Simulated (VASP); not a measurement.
# GaGeTe (R-3m) in VASP: single point with LDA

Aim: the single point of GaGeTe with LDA.

Everything below comes from runs of VASP 6.6.1. Logs are shortened: lines on timing, memory, paths and dates and some standing lists are left out, and cuts for length are marked.

## Step 1: The cell of the first run

Symmetry: R-3m, No. 166, trigonal system. Conventional cell: a = 4.012 Å, b = 4.012 Å, c = 34.229 Å, α = 90.00°, β = 90.00°, γ = 120.00°. Ga (site symmetry 3m) has 1 Ge at 2.41 Å and 3 Te at 2.64 Å within 3.2 Å. Ge (site symmetry 3m) has 1 Ga at 2.41 Å and 3 Ge at 2.45 Å within 3.2 Å. Te (site symmetry 3m) has 3 Ga at 2.64 Å within 3.5 Å.

## Step 2: Single point, LDA

File INCAR:

```
SYSTEM = GaGeTe
PREC = Accurate
ENCUT = 520
EDIFF = 1E-7
ISMEAR = 0
SIGMA = 0.01
LREAL = .False.
LASPH = .True.
NELM = 80
ALGO = Normal
ISIF = 2
LWAVE = .False.
LCHARG = .True.
LVHAR = .True.
NBANDS = 42
KPAR = 4
```

File KPOINTS:

```
Automatic mesh
0
Gamma
  12 12 12
  0 0 0
```

File POSCAR:

```
GaGeTe
1.0
    2.0060862210      1.1582144197     11.4097162337
   -2.0060862210      1.1582144197     11.4097162337
    0.0000000000     -2.3164288394     11.4097162337
Ga Ge Te
2 2 2
Direct
    0.2514651819      0.2514651819      0.2514651819
    0.7485348181      0.7485348181      0.7485348181
    0.3217576187      0.3217576187      0.3217576187
    0.6782423813      0.6782423813      0.6782423813
    0.1186094063      0.1186094063      0.1186094063
    0.8813905937      0.8813905937      0.8813905937
```

Potentials or basis: VASP PAW LDA potentials, release 64 (Ga_d, Ge_d, Te).

The run is started by

```bash
$ cat potpaw_LDA.64/Ga_d/POTCAR potpaw_LDA.64/Ge_d/POTCAR potpaw_LDA.64/Te/POTCAR > POTCAR
$ mpirun -np 4 vasp_std > vasp.out
```

OUTCAR:

```text
SYSTEM = GaGeTe
   PREC = Accurate
   ENCUT = 520
   EDIFF = 1E-7
   ISMEAR = 0
   LREAL = .False.
   LASPH = .True.
   NELM = 80
   ISIF = 2

 ion  position               nearest neighbor table
   1  0.251  0.251  0.251-   3 2.41   6 2.64   6 2.64   6 2.64
   2  0.749  0.749  0.749-   4 2.41   5 2.64   5 2.64   5 2.64
   3  0.322  0.322  0.322-   1 2.41   4 2.45   4 2.45   4 2.45
   4  0.678  0.678  0.678-   2 2.41   3 2.45   3 2.45   3 2.45
   5  0.119  0.119  0.119-   2 2.64   2 2.64   2 2.64
   6  0.881  0.881  0.881-   1 2.64   1 2.64   1 2.64

  LATTYP: Found a trigonal (rhomboedric) cell.
 ALAT       =    11.6424854349
 COS(alpha) =     0.9406203301

  Lattice vectors:

 A1 = (   2.0060862210,   1.1582144197,  11.4097162337)
 A2 = (  -2.0060862210,   1.1582144197,  11.4097162337)
 A3 = (   0.0000000000,  -2.3164288394,  11.4097162337)

Analysis of symmetry for initial positions (statically):
=====================================================================
 Subroutine PRICEL returns:
 Original cell was already a primitive cell.

 Routine SETGRP: Setting up the symmetry group for a
 trigonal (rhombohedral) supercell.

 Subroutine GETGRP returns: Found 12 space group operations
 (whereof 12 operations were pure point group operations)
 out of a pool of 12 trial point group operations.

The static configuration has the point symmetry D_3d.

Analysis of symmetry for dynamics (positions and initial velocities):
=====================================================================
 Subroutine PRICEL returns:
 Original cell was already a primitive cell.

 Routine SETGRP: Setting up the symmetry group for a
 trigonal (rhombohedral) supercell.

 Subroutine GETGRP returns: Found 12 space group operations
 (whereof 12 operations were pure point group operations)
 out of a pool of 12 trial point group operations.

The dynamic configuration has the point symmetry D_3d.

 Subroutine INISYM returns: Found 12 space group operations
 (whereof 12 operations are pure point group operations),
 and found     1 'primitive' translations

----------------------------------------------------------------------------------------

                                     Primitive cell

[... 92 lines left out ...]
   ISPIN  =      1    spin polarized calculation?
   LNONCOLLINEAR =      F non collinear calculations
   LSORBIT =      F    spin-orbit coupling
   LASPH  =      T    aspherical Exc in radial PAW
   ENCUT  =  520.0 eV  38.22 Ry    6.18 a.u.  21.65 21.65 21.65*2*pi/ulx,y,z
   NELM   =     80;   NELMIN=  2; NELMDL= -5     # of ELM steps
   EDIFF  = 0.1E-06   stopping-criterion for ELM
   LREAL  =      F    real-space projection
   EDIFFG = 0.1E-05   stopping-criterion for IOM
   NSW    =      0    number of steps for IOM
   IBRION =     -1    ionic relax: 0-MD 1-quasi-New 2-CG
   NFREE  =      0    steps in history (QN), initial steepest desc. (CG)
   ISIF   =      2    stress and relaxation
   ISYM   =      2    0-nonsym 1-usesym 2-fastsym
   POTIM  = 0.5000    time-step for ionic-motion
   TEBEG  =    0.0;   TEEND  =   0.0 temperature during run
   PSTRESS=    0.0 pullay stress
   NELECT =      66.0000    total number of electrons
   NUPDOWN=      -1.0000    fix difference up-down
   EMIN   =  10.00;   EMAX   =-10.00  energy-range for DOS
   EFERMI =   0.00;   METHOD = LEGACY
   ISMEAR =     0;   SIGMA  =   0.01  broadening in eV -4-tet -1-fermi 0-gaus
   EFERMI_NEDOS =   21; number of points for ismear=-14 and -15
   IALGO  =     38    algorithm
   IMIX   =      4    mixing-type and parameters
     AMIX     =   0.40;   BMIX     =  1.00
     AMIX_MAG =   1.60;   BMIX_MAG =  1.00
  volume/ion in A,a.u.               =      26.51       178.90
  Fermi-wavevector in a.u.,A,eV,Ry     =   1.221053  2.307456 20.285891  1.490971
  Thomas-Fermi vector in A             =   2.356249
   LORBIT       =      0    0 simple, 1 ext, 2 COOP (PROOUT), +10 PAW based schemes
   GGA     = CA    functional components
   LHFCALC =     F    Hartree Fock is set to
   AEXX    =    0.0000 exact exchange contribution
   IVDW    =     0    specifies the selected vdW correction
   LEPSILON=     F    determine dielectric tensor
   LRPA    =     F    only Hartree local field effects (RPA)
 non-spin polarized calculation
 Gauss-broadening in eV      SIGMA  =   0.01
  energy-cutoff  :      520.00
  volume of cell :      159.06
 maximum number of plane-waves:      4320
 NGX is ok and might be reduce to    90
   NGX = 43   NGY = 43   NGZ = 43

 number of electron      66.0000005 magnetization

 Free energy of the ion-electron system (eV)
  ---------------------------------------------------
  ext. energy  EPLUGINS =         0.00000000
  ---------------------------------------------------
  free energy    TOTEN  =       -26.41725207 eV

  energy without entropy =      -26.41724717  energy(sigma->0) =      -26.41724962

 E-fermi :   5.1802     XC(G=0):  -9.7306

 val. band max:        5.1730697389   @ k =   0.5000   0.5000   0.5000
 cond. band min:       5.1939993078   @ k =  -0.3333  -0.3333   0.0833
 fundamental gap:      0.0209295688
 Fermi energy:         5.1802431859

 k-point     1 :       0.0000    0.0000    0.0000
  band No.  band energies     occupation
      1     -19.8935      2.00000
      2     -19.8935      2.00000
      3     -19.8228      2.00000
      4     -19.8228      2.00000
      5     -19.7711      2.00000
      6     -19.7432      2.00000
[... 1069 lines left out ...]
     41       9.5941      0.00000
     42      10.5520      0.00000

 [... further k-points ...]
[... 5 lines left out ...]
  --------------------------------------------------------------------------------------
  -------------------------------------------------------------------------------------
  Total        0.1326422      0.1326422      0.1564702      0.0000000      0.0000000      0.0000000
  in kB        1.3360647      1.3360647      1.5760770      0.0000000      0.0000000      0.0000000
  external PRESSURE =       1.4160688 kB  Pullay stress =       0.0000000 kB

 VOLUME and BASIS-vectors are now :
 -----------------------------------------------------------------------------
  energy-cutoff  :      520.00
  volume of cell :      159.06
      direct lattice vectors                 reciprocal lattice vectors
     2.006086221  1.158214420 11.409716234     0.249241530  0.143899665  0.029214866
    -2.006086221  1.158214420 11.409716234    -0.249241530  0.143899665  0.029214866
     0.000000000 -2.316428839 11.409716234     0.000000000 -0.287799329  0.029214866

 POSITION                                       TOTAL-FORCE (eV/Angst)
 -----------------------------------------------------------------------------------
      0.00000      0.00000      8.60744         0.000000     -0.000000      0.016450
      0.00000      0.00000     25.62171         0.000000      0.000000     -0.016450
      0.00000      0.00000     11.01349         0.000000     -0.000000      0.000632
      0.00000      0.00000     23.21566         0.000000     -0.000000     -0.000632
      0.00000      0.00000      4.05990         0.000000     -0.000000      0.035140
      0.00000      0.00000     30.16925         0.000000      0.000000     -0.035140
 -----------------------------------------------------------------------------------
    total drift:                                0.000000      0.000000     -0.000000

  FREE ENERGIE OF THE ION-ELECTRON SYSTEM (eV)
  ---------------------------------------------------
  free  energy   TOTEN  =       -26.4172520722 eV

  energy  without entropy=      -26.4172471679  energy(sigma->0) =      -26.41724962
```

stdout:

```text
POSCAR found type information on POSCAR GaGeTe
 POSCAR found :  3 types and       6 ions
 scaLAPACK will be used
 LDA part: xc-table for (Slater(with rela. corr.)+CA(PZ))
 , standard interpolation
 POSCAR, INCAR and KPOINTS ok, starting setup
 FFT: planning ... GRIDC
 FFT: planning ... GRID_SOFT
 FFT: planning ... GRID
 WAVECAR not read
 entering main loop
```

Wall time 53 min (4 MPI ranks of Intel Xeon Platinum 8488C (Sapphire Rapids), shared host); peak memory 1.7 GiB.

What came out:

* Free energy: -26.4173 eV
* Pressure: 0.1 GPa
* Largest force: 0.035 eV/Å
* Band gap on the k mesh: 0.02 eV (least direct gap 0.08 eV)

Forces in eV/Å, atoms in the order of the input:
```
Ga   0.000  0.000  0.016
Ga   0.000  0.000 -0.016
Ge   0.000  0.000  0.001
Ge   0.000  0.000 -0.001
Te   0.000  0.000  0.035
Te   0.000  0.000 -0.035
```

Caveat: spin-orbit coupling is left out, which moves the levels of the heavy elements. A k mesh can miss the band edges.
